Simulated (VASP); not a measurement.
# Co (P6_3/mmc) in VASP: notebook

Co is run at these levels: r2SCAN; tasks: single point.

Program: VASP 6.6.1. These are calculated values, not measurements. Logs are shortened: lines on timing, memory, paths and dates and some standing lists are left out, and cuts for length are marked.

## (1) The cell of the first run

Symmetry: P6_3/mmc, No. 194, hexagonal system. Conventional cell: a = 2.472 Å, b = 2.472 Å, c = 4.016 Å, α = 90.00°, β = 90.00°, γ = 120.00°. Co (site symmetry -6m2) has 12 Co at 2.46 to 2.47 Å within 3.3 Å.

## (2) Single point, r2SCAN, collinear spin, ferromagnetic start (10.63 Å³/atom)

POSCAR

```
Co
1.0
    2.4724010133      0.0000000000      0.0000000000
   -1.2362005067      2.1411620858      0.0000000000
    0.0000000000      0.0000000000      4.0163086273
Co
2
Direct
    0.3333333333      0.6666666667      0.2500000000
    0.6666666667      0.3333333333      0.7500000000
```

INCAR.step1

```
PREC = Accurate
ENCUT = 520
ISMEAR = 0
SIGMA = 0.05
LREAL = F
LASPH = T
NELM = 150
ISPIN = 2
MAGMOM = 2.07 2.07
LMAXMIX = 4
NBANDS = 20
GGA = PE
ALGO = Normal
EDIFF = 1E-4
LWAVE = T
LCHARG = F
```

INCAR.step2

```
PREC = Accurate
ENCUT = 520
EDIFF = 1E-6
ISMEAR = 0
SIGMA = 0.05
LREAL = F
LASPH = T
NELM = 150
ALGO = Normal
ISIF = 2
LWAVE = F
LCHARG = F
ISPIN = 2
MAGMOM = 2.07 2.07
LORBIT = 11
LMAXMIX = 4
METAGGA = R2SCAN
LMIXTAU = T
NBANDS = 20
ISTART = 1
```

KPOINTS

```
regular mesh
0
Gamma
  20 20 12
```

Potentials or basis: VASP PAW PBE potentials, release 64 (Co).

Run with:

```console
$ cat potpaw_PBE.64/Co/POTCAR > POTCAR
$ cp INCAR.step1 INCAR
$ mpirun -np 1 vasp_std > vasp.out
$ cp INCAR.step2 INCAR
$ mpirun -np 1 vasp_std > vasp.out
```

OUTCAR:

```text
PREC = Accurate
   ENCUT = 520
   EDIFF = 1E-6
   ISMEAR = 0
   LREAL = F
   LASPH = T
   NELM = 150
   ISIF = 2
   ISPIN = 2
   LORBIT = 11
   METAGGA = R2SCAN
   ISTART = 1

 ion  position               nearest neighbor table
   1  0.333  0.667  0.250-   2 2.46   2 2.46   2 2.46   2 2.46   2 2.46   2 2.46
   2  0.667  0.333  0.750-   1 2.46   1 2.46   1 2.46   1 2.46   1 2.46   1 2.46

  LATTYP: Found a hexagonal cell.
 ALAT       =     2.4724010133
 C/A-ratio  =     1.6244567955

  Lattice vectors:

 A1 = (   2.4724010133,   0.0000000000,   0.0000000000)
 A2 = (  -1.2362005067,   2.1411620858,   0.0000000000)
 A3 = (   0.0000000000,   0.0000000000,   4.0163086273)

Analysis of symmetry for initial positions (statically):
=====================================================================
 Subroutine PRICEL returns:
 Original cell was already a primitive cell.

 Routine SETGRP: Setting up the symmetry group for a
 hexagonal supercell.

 Subroutine GETGRP returns: Found 24 space group operations
 (whereof 12 operations were pure point group operations)
 out of a pool of 24 trial point group operations.

The static configuration has the point symmetry D_3d.
 The point group associated with its full space group is D_6h.

Analysis of symmetry for dynamics (positions and initial velocities):
=====================================================================
 Subroutine PRICEL returns:
 Original cell was already a primitive cell.

 Routine SETGRP: Setting up the symmetry group for a
 hexagonal supercell.

 Subroutine GETGRP returns: Found 24 space group operations
 (whereof 12 operations were pure point group operations)
 out of a pool of 24 trial point group operations.

The dynamic configuration has the point symmetry D_3d.
 The point group associated with its full space group is D_6h.

Analysis of structural, dynamic, and magnetic symmetry:
=====================================================================
 Subroutine PRICEL returns:
 Original cell was already a primitive cell.

 Routine SETGRP: Setting up the symmetry group for a
 hexagonal supercell.

 Subroutine GETGRP returns: Found 24 space group operations
 (whereof 12 operations were pure point group operations)
 out of a pool of 24 trial point group operations.

The overall configuration has the point symmetry D_3d.
 The point group associated with its full space group is D_6h.

 Subroutine INISYM returns: Found 24 space group operations
 (whereof 12 operations are pure point group operations),
 and found     1 'primitive' translations

----------------------------------------------------------------------------------------

                                     Primitive cell

  volume of cell :      21.2616

  direct lattice vectors                    reciprocal lattice vectors
     2.472401013  0.000000000  0.000000000     0.404465131  0.233518052  0.000000000
    -1.236200507  2.141162086  0.000000000     0.000000000  0.467036105  0.000000000
     0.000000000  0.000000000  4.016308627     0.000000000  0.000000000  0.248984850

  length of vectors
     2.472401013  2.472401013  4.016308627     0.467036105  0.467036105  0.248984850

  position of ions in fractional coordinates (direct lattice)
     0.333333333  0.666666667  0.250000000
     0.666666667  0.333333333  0.750000000

  ion indices of the primitive-cell ions
   primitive index   ion index
                 1           1
                 2           2

----------------------------------------------------------------------------------------

 KPOINTS: regular mesh

Automatic generation of k-mesh.
 Grid dimensions read from file:
 generate k-points for:   20   20   12

 Generating k-lattice:

  Cartesian coordinates                     Fractional coordinates (reciprocal lattice)
     0.020223257  0.011675903  0.000000000     0.050000000  0.000000000  0.000000000
     0.000000000  0.023351805  0.000000000     0.000000000  0.050000000  0.000000000
     0.000000000  0.000000000  0.020748737     0.000000000  0.000000000  0.083333333

  Length of vectors
     0.023351805  0.023351805  0.020748737

  Shift w.r.t. Gamma in fractional coordinates (k-lattice)
     0.000000000  0.000000000  0.000000000

 Subroutine IBZKPT returns following result:
 ===========================================

 Found    308 irreducible k-points:

 Following reciprocal coordinates:
            Coordinates               Weight
  0.000000  0.000000  0.000000      1.000000
  0.050000  0.000000  0.000000      6.000000
  0.100000  0.000000  0.000000      6.000000
  0.150000  0.000000  0.000000      6.000000
  0.200000  0.000000  0.000000      6.000000
  0.250000  0.000000  0.000000      6.000000
[... 16 lines left out ...]
  0.200000  0.100000  0.000000     12.000000
  0.250000  0.100000  0.000000     12.000000
 [... further k-points ...]
   k-points           NKPTS =    308   k-points in BZ     NKDIM =    308   number of bands    NBANDS=     20
   number of dos      NEDOS =    301   number of ions     NIONS =      2
   total plane-waves  NPLWV =   9720
   dimension x,y,z NGX =    18 NGY =   18 NGZ =   30
   dimension x,y,z NGXF=    36 NGYF=   36 NGZF=   60
   ions per type =               2
   NGX,Y,Z   is equivalent  to a cutoff of  12.10, 12.10, 12.42 a.u.
   NGXF,Y,Z  is equivalent  to a cutoff of  24.21, 24.21, 24.84 a.u.
 SYSTEM =  unknown system
   PREC   = accura    normal or accurate (medium, high low for compatibility)
   ISTART =      1    job   : 0-new  1-cont  2-samecut
   ICHARG =      0    charge: 1-file 2-atom 10-const
   ISPIN  =      2    spin polarized calculation?
   LNONCOLLINEAR =      F non collinear calculations
   LSORBIT =      F    spin-orbit coupling
   LASPH  =      T    aspherical Exc in radial PAW
   ENCUT  =  520.0 eV  38.22 Ry    6.18 a.u.   4.60  4.60  7.47*2*pi/ulx,y,z
   NELM   =    150;   NELMIN=  2; NELMDL=  0     # of ELM steps
   EDIFF  = 0.1E-05   stopping-criterion for ELM
   LREAL  =      F    real-space projection
   EDIFFG = 0.1E-04   stopping-criterion for IOM
   NSW    =      0    number of steps for IOM
   IBRION =     -1    ionic relax: 0-MD 1-quasi-New 2-CG
   NFREE  =      0    steps in history (QN), initial steepest desc. (CG)
   ISIF   =      2    stress and relaxation
   ISYM   =      2    0-nonsym 1-usesym 2-fastsym
   POTIM  = 0.5000    time-step for ionic-motion
   TEBEG  =    0.0;   TEEND  =   0.0 temperature during run
   PSTRESS=    0.0 pullay stress
   NELECT =      18.0000    total number of electrons
   NUPDOWN=      -1.0000    fix difference up-down
   EMIN   =  10.00;   EMAX   =-10.00  energy-range for DOS
   EFERMI =   0.00;   METHOD = LEGACY
   ISMEAR =     0;   SIGMA  =   0.05  broadening in eV -4-tet -1-fermi 0-gaus
   EFERMI_NEDOS =   21; number of points for ismear=-14 and -15
   IALGO  =     38    algorithm
   IMIX   =      4    mixing-type and parameters
     AMIX     =   0.40;   BMIX     =  1.00
     AMIX_MAG =   1.60;   BMIX_MAG =  1.00
  volume/ion in A,a.u.               =      10.63        71.74
  Fermi-wavevector in a.u.,A,eV,Ry     =   1.548699  2.926618 32.633167  2.398470
  Thomas-Fermi vector in A             =   2.653612
   LORBIT       =     11    0 simple, 1 ext, 2 COOP (PROOUT), +10 PAW based schemes
   METAGGA = R2SCAN    functional components
   LHFCALC =     F    Hartree Fock is set to
   AEXX    =    0.0000 exact exchange contribution
   IVDW    =     0    specifies the selected vdW correction
   LEPSILON=     F    determine dielectric tensor
   LRPA    =     F    only Hartree local field effects (RPA)
 spin polarized calculation
 Gauss-broadening in eV      SIGMA  =   0.05
  energy-cutoff  :      520.00
  volume of cell :       21.26
 maximum number of plane-waves:       588
   NGX =  9   NGY =  9   NGZ = 15

 number of electron      17.9999989 magnetization       3.5009828

 Free energy of the ion-electron system (eV)
  ---------------------------------------------------
  ext. energy  EPLUGINS =         0.00000000
  ---------------------------------------------------
  free energy    TOTEN  =       -26.41428331 eV

  energy without entropy =      -26.41265248  energy(sigma->0) =      -26.41346790

 E-fermi :  10.6097     XC(G=0): -14.8174

 val. band max:       10.6081882705   @ k =   0.1500   0.1500   0.1667
 cond. band min:      10.6135391620   @ k =   0.0500   0.0500   0.0833
 fundamental gap:      0.0053508915
 Fermi energy:        10.6097469942

 spin component 1

 k-point     1 :       0.0000    0.0000    0.0000
  band No.  band energies     occupation
      1       1.1448      1.00000
      2       4.7507      1.00000
      3       7.1905      1.00000
      4       7.2290      1.00000
      5       7.2292      1.00000
      6       7.5372      1.00000
[... 12 lines left out ...]
     19      37.5687      0.00000
     20      37.5689      0.00000
[... 507 lines left out ...]
 k-point    24 :       0.2500    0.1000    0.0000
  band No.  band energies     occupation
      1       4.1703      1.00000
      2       5.6148      1.00000
      3       5.9504      1.00000
      4       6.4586      1.00000
      5       7.1457      1.00000
      6       7.3272      1.00000
[... 12 lines left out ...]
     19      35.9476      0.00000
     20      36.9748      0.00000

 [... further k-points ...]

 spin component 2

 k-point     1 :       0.0000    0.0000    0.0000
  band No.  band energies     occupation
      1       0.5636      1.00000
      2       5.9317      1.00000
      3       9.6193      1.00000
      4       9.7109      1.00000
      5       9.7109      1.00000
      6       9.7879      1.00000
[... 12 lines left out ...]
     19      38.2782      0.00000
     20      38.2782      0.00000
[... 507 lines left out ...]
 k-point    24 :       0.2500    0.1000    0.0000
  band No.  band energies     occupation
      1       3.8685      1.00000
      2       7.3224      1.00000
      3       7.5802      1.00000
      4       8.2503      1.00000
      5       9.5974      1.00000
      6       9.6133      1.00000
[... 12 lines left out ...]
     19      36.7022      0.00000
     20      37.8872      0.00000

 [... further k-points ...]

------------------------ aborting loop because EDIFF is reached ----------------------------------------

  FORCE on cell =-STRESS in cart. coord.  units (eV):
  Direction    XX          YY          ZZ          XY          YZ          ZX
  --------------------------------------------------------------------------------------
  -------------------------------------------------------------------------------------
  Total        0.0080493      0.0080493     -0.0272470     -0.0000000     -0.0000000      0.0000000
  in kB        0.6065560      0.6065560     -2.0532085     -0.0000000     -0.0000000      0.0000000
  external PRESSURE =      -0.2800322 kB  Pullay stress =       0.0000000 kB

 VOLUME and BASIS-vectors are now :
 -----------------------------------------------------------------------------
  energy-cutoff  :      520.00
  volume of cell :       21.26
      direct lattice vectors                 reciprocal lattice vectors
     2.472401013  0.000000000  0.000000000     0.404465131  0.233518052  0.000000000
    -1.236200507  2.141162086  0.000000000     0.000000000  0.467036105  0.000000000
     0.000000000  0.000000000  4.016308627     0.000000000  0.000000000  0.248984850

 POSITION                                       TOTAL-FORCE (eV/Angst)
 -----------------------------------------------------------------------------------
     -0.00000      1.42744      1.00408        -0.000000      0.000000      0.000000
      1.23620      0.71372      3.01223         0.000000     -0.000000      0.000000
 -----------------------------------------------------------------------------------
    total drift:                                0.000000     -0.000000     -0.000000

  FREE ENERGIE OF THE ION-ELECTRON SYSTEM (eV)
  ---------------------------------------------------
  free  energy   TOTEN  =       -26.4142833125 eV

  energy  without entropy=      -26.4126524806  energy(sigma->0) =      -26.41346790

 total charge

# of ion       s       p       d       tot
------------------------------------------
    1        0.519   0.579   7.238   8.336
    2        0.519   0.579   7.238   8.336
--------------------------------------------------
tot          1.039   1.157  14.475  16.672

 magnetization (x)

# of ion       s       p       d       tot
------------------------------------------
    1       -0.012  -0.085   1.907   1.811
    2       -0.012  -0.085   1.907   1.811
--------------------------------------------------
tot         -0.024  -0.170   3.815   3.621
```

Wall time 8.8 min (1 thread of Intel Xeon Platinum 8488C (Sapphire Rapids), shared host); peak memory 0.28 GiB.

What came out:

```yaml
Free_energy: -26.4143 eV
Pressure: 0.0 GPa
Net_moment: 3.50 μB per cell
Site_moments: Co +1.81 μB
Valence_electrons_inside_the_program's_atomic_spheres: Co 8.34
```

Caveat: the PAW data sets were made with another functional, which shifts forces and pressure a little.

## (3) Single point, r2SCAN, collinear spin, antiferromagnetic start

POSCAR is that of step 2.

INCAR.step1

```
SYSTEM = Co
PREC = Accurate ; ENCUT = 520
ISMEAR = 0 ; SIGMA = 0.05
LREAL = .FALSE. ; LASPH = .TRUE.
NELM = 150 ; ISPIN = 2
MAGMOM = 1.5 -1.5 ; LMAXMIX = 4
NBANDS = 20 ; GGA = PE
ALGO = Normal ; EDIFF = 1E-4
LWAVE = .TRUE. ; LCHARG = .FALSE.
```

INCAR.step2

```
SYSTEM = Co
PREC = Accurate ; ENCUT = 520
EDIFF = 1E-6 ; ISMEAR = 0
SIGMA = 0.05 ; LREAL = .FALSE.
LASPH = .TRUE. ; NELM = 150
ALGO = Normal ; ISIF = 2
LWAVE = .FALSE. ; LCHARG = .FALSE.
ISPIN = 2 ; MAGMOM = 1.5 -1.5
LORBIT = 11 ; LMAXMIX = 4
METAGGA = R2SCAN ; LMIXTAU = .TRUE.
NBANDS = 20 ; ISTART = 1
```

KPOINTS

```
Automatic mesh
0
G
  20 20 12
  0 0 0
```

Potentials or basis: VASP PAW PBE potentials, release 64 (Co).

Run with:

```console
$ cat potpaw_PBE.64/Co/POTCAR > POTCAR
$ cp INCAR.step1 INCAR
$ mpirun -np 1 vasp_std > vasp.out
$ cp INCAR.step2 INCAR
$ mpirun -np 1 vasp_std > vasp.out
```

Wall time 13 min (1 thread of Intel Xeon Platinum 8488C (Sapphire Rapids), shared host); peak memory 0.28 GiB.

It converged, with:

| Property | Result |
| --- | --- |
| Free energy | -25.7917 eV |
| Pressure | 5.7 GPa |
| Band gap on the k mesh | zero (filled and empty bands overlap) |
| Net moment | 0.00 μB per cell |
| Site moments | Co +1.72, -1.72 μB |
| Valence electrons inside the program's atomic spheres | Co 8.34 |

Stress tensor (GPa, compression positive):
```
-3.58  0.00  0.00
 0.00 -3.58  0.00
 0.00  0.00 24.29
```

Levels at points of the mesh, in eV from the Fermi level:
Spin up:
| k point | band 6 | band 7 | band 8 | band 9 | band 10 | band 11 | band 12 | band 13 |
| --- | --- | --- | --- | --- | --- | --- | --- | --- |
| (0.00, 0.00, 0.00) | -2.49 | -2.43 | -0.94 | -0.94 | -0.61 | 1.05 | 1.05 | 6.88 |
| (0.50, 0.00, 0.00) | -1.82 | -1.62 | -1.17 | 0.94 | 1.23 | 1.44 | 3.80 | 10.07 |
| (0.00, 0.00, 0.50) | -2.61 | -2.61 | -2.45 | -0.70 | -0.70 | 1.03 | 1.03 | 15.57 |
| (0.50, 0.00, 0.50) | -1.18 | -0.84 | -0.62 | 0.42 | 1.24 | 1.37 | 1.77 | 7.90 |
Spin down:
```
           k point  band 6  band 7  band 8  band 9  band 10  band 11  band 12  band 13
(0.00, 0.00, 0.00)   -2.49   -2.43   -0.94   -0.94    -0.61     1.05     1.05     6.88
(0.50, 0.00, 0.00)   -1.82   -1.62   -1.17    0.94     1.23     1.44     3.80    10.07
(0.00, 0.00, 0.50)   -2.61   -2.61   -2.45   -0.70    -0.70     1.03     1.03    15.57
(0.50, 0.00, 0.50)   -1.18   -0.84   -0.62    0.42     1.24     1.37     1.77     7.90
```

Caveat: the cell stands under pressure; the PAW data sets were made with another functional, which shifts forces and pressure a little.

## (4) Single point, r2SCAN, collinear spin, ferromagnetic start

This run uses another cell than the first one, of 10.89 Å³/atom.

POSCAR

```
Co
1.0
    2.4919252606      0.0000000000      0.0000000000
   -1.2459626303      2.1580705800      0.0000000000
    0.0000000000      0.0000000000      4.0491929817
Co
2
Direct
    0.3333333333      0.6666666667      0.2500000000
    0.6666666667      0.3333333333      0.7500000000
```

INCAR.step1

```
PREC = Accurate
ENCUT = 520
ISMEAR = 0
SIGMA = 0.05
LREAL = F
LASPH = T
NELM = 150
ISPIN = 2
MAGMOM = 1.5 1.5
LMAXMIX = 4
NBANDS = 20
GGA = PE
ALGO = Normal
EDIFF = 1E-4
LWAVE = T
LCHARG = F
```

INCAR.step2

```
PREC = Accurate
ENCUT = 520
EDIFF = 1E-6
ISMEAR = 0
SIGMA = 0.05
LREAL = F
LASPH = T
NELM = 150
ALGO = Normal
ISIF = 2
LWAVE = F
LCHARG = T
ISPIN = 2
MAGMOM = 1.5 1.5
LORBIT = 11
LMAXMIX = 4
METAGGA = R2SCAN
LMIXTAU = T
LELF = T
LVHAR = T
NBANDS = 20
ISTART = 1
```

KPOINTS

```
Automatic mesh
0
Gamma
  20 20 12
```

Run with:

```console
$ cat potpaw_PBE.64/Co/POTCAR > POTCAR
$ cp INCAR.step1 INCAR
$ mpirun -np 1 vasp_std > vasp.out
$ cp INCAR.step2 INCAR
$ mpirun -np 1 vasp_std > vasp.out
```

Run time: 11 min. Hardware: 1 thread of Intel Xeon Platinum 8559C (Emerald Rapids), shared host; peak memory 0.29 GiB.

The run converged. Its results:

| Property | Result |
| --- | --- |
| Free energy | -26.4055 eV |
| Pressure | -5.3 GPa |
| Net moment | 3.52 μB per cell |
| Site moments | Co +1.83 μB |
| Valence electrons inside the program's atomic spheres | Co 8.29 |

Levels at points of the mesh, in eV from the Fermi level:
Spin up:
```
           k point  band 7  band 8  band 9  band 10  band 11  band 12  band 13  band 14  band 15  band 16
(0.00, 0.00, 0.00)   -3.06   -2.73   -2.73    -1.67    -1.67    -0.28     6.06    22.71    25.27    25.27
(0.50, 0.00, 0.00)   -2.93   -1.50   -1.46    -1.36     0.87     3.02     9.71    10.46    12.67    14.09
(0.00, 0.00, 0.50)   -3.43   -3.43   -1.97    -1.97    -1.97    -1.97    15.10    15.10    23.49    23.49
(0.50, 0.00, 0.50)   -1.79   -1.79   -1.41    -1.41     1.42     1.42     7.09     7.09    18.83    18.83
```
Spin down:
```csv
k point,band 4,band 5,band 6,band 7,band 8,band 9,band 10,band 11
"(0.00, 0.00, 0.00)",-0.86,-0.86,-0.83,-0.48,-0.48,0.02,0.02,1.27
"(0.50, 0.00, 0.00)",-2.31,-1.05,-0.98,-0.60,1.39,1.54,1.56,2.59
"(0.00, 0.00, 0.50)",-1.63,-0.92,-0.92,-0.92,-0.92,0.92,0.92,0.92
"(0.50, 0.00, 0.50)",-2.50,0.02,0.02,0.11,0.11,1.49,1.49,2.15
```

Caveat: the cell stands under tension; the PAW data sets were made with another functional, which shifts forces and pressure a little.

## (5) Overview

| spin | cell | gap on the mesh (eV) | pressure (GPa) | moment (μB) |
| --- | --- | --- | --- | --- |
| collinear, ferromagnetic start | a = 2.472, b = 2.472, c = 4.016 Å, angles 90.0, 90.0, 120.0°, 2 atoms | none | 0.0 | 3.50 |
| collinear, antiferromagnetic start | a = 2.472, b = 2.472, c = 4.016 Å, angles 90.0, 90.0, 120.0°, 2 atoms | none | 5.7 | 0.00 |
| collinear, ferromagnetic start | a = 2.492, b = 2.492, c = 4.049 Å, angles 90.0, 90.0, 120.0°, 2 atoms | none | -5.3 | 3.52 |

Alike in all rows: task single point; level r2SCAN; potentials or basis VASP PAW PBE potentials, release 64 (Co); k mesh 20 × 20 × 12; cutoff (eV) 520; smearing gaussian 0.05 eV.

Caveats: the PAW data sets were made with another functional, which shifts forces and pressure a little; the cell stands under pressure (at least some runs); the cell stands under tension (at least some runs).

Total energies depend on the potentials used, so only differences within one code and one set of settings carry meaning.
